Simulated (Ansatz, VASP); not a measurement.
# One calculation of C, two programs

```xyz
2
Lattice="0.0000 1.7659 1.7659 1.7659 0.0000 1.7659 1.7659 1.7659 0.0000" Properties=species:S:1:pos:R:3 pbc="T T T"
C    -0.4415   -0.4415   -0.4415
C     0.4415    0.4415    0.4415
```

Alike in both runs: functional LDA; k mesh 16 × 16 × 16; occupations fermi-dirac, width 0.02 eV; no spin polarisation.

Ansatz relaxed the structure, and its values are those at the end. VASP's run is a single point on that final structure, the one shown.

```csv
,VASP,Ansatz
version,VASP 6.6.1,Ansatz 0.2.0
potentials or method,"VASP PAW LDA potentials, release 64 (C)","PAW with Ansatz's default frozen-core files, scalar-relativistic"
plane-wave cutoff (eV),520,420
valence electrons in the cell,8,8
```

```tsv
	VASP	Ansatz	Ansatz less VASP
gap on the k mesh at the Fermi level (eV)	4.17	4.17	+0.003
pressure (GPa)	1.6	0.0	-1.62
```

LDA's correlation is that of Perdew and Zunger in VASP and of Perdew and Wang (1992) in Ansatz.
